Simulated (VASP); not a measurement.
Write the native input for VASP 6.6.1 that does the following.

```yaml
Task: single point
Functional: LDA
Potentials_or_basis: VASP PAW LDA potentials, release 64 (Zn, Ir)
Cutoff: 520 eV
k_mesh: 14 × 14 × 8
Occupations: fermi-dirac, width 0.03 eV
Spin: collinear spin
Starting_moments: "[0.0, 1.0] μB"
Fixed_moment: 1 μB
Dipole_correction: no
Further_INCAR_settings: ALGO = Normal; EDIFF = 1e-06; NBANDS = 22
```

The structure of ZnIr lies in POSCAR:

```
ZnIr
1.0
    2.7771790596      0.0000000000      0.0000000000
   -1.3885895298      2.4051076165      0.0000000000
    0.0000000000      0.0000000000      4.1638620700
Zn Ir
1 1
Direct
    0.6666666667      0.3333333333      0.5000000000
    0.0000000000      0.0000000000      0.0000000000
```

The input as run:

INCAR

```
  PREC = Accurate
  ENCUT = 520
  EDIFF = 1E-6
  ISMEAR = -1
  SIGMA = 0.03
  LREAL = False
  LASPH = True
  NELM = 150
  ALGO = Normal
  ISIF = 2
  LWAVE = False
  LCHARG = False
  ISPIN = 2
  MAGMOM = 0 1
  LORBIT = 11
  NUPDOWN = 1.0
  LMAXMIX = 4
  NBANDS = 22
```

KPOINTS

```
Automatic mesh
0
Gamma
  14 14 8
```

Potentials or basis: VASP PAW LDA potentials, release 64 (Zn, Ir).

The run is started by

```console
$ cat potpaw_LDA.64/Zn/POTCAR potpaw_LDA.64/Ir/POTCAR > POTCAR
$ mpirun -np 1 vasp_std > vasp.out
```

Results of the run:

```
Pressure                                              : -4.2 GPa
Net moment                                            : 1.00 μB per cell
Site moments                                          : Zn +0.07; Ir +0.86 μB
Valence electrons inside the program's atomic spheres : Zn 10.93; Ir 8.31
```

Caveat: the cell stands under tension; the total moment is fixed, so each spin has its own Fermi level and the state may be an excited one.

It took 62 s on 1 thread of AMD EPYC 9R45 96-Core Processor (Zen 5), with other jobs on the host, peak memory 0.2 GiB.
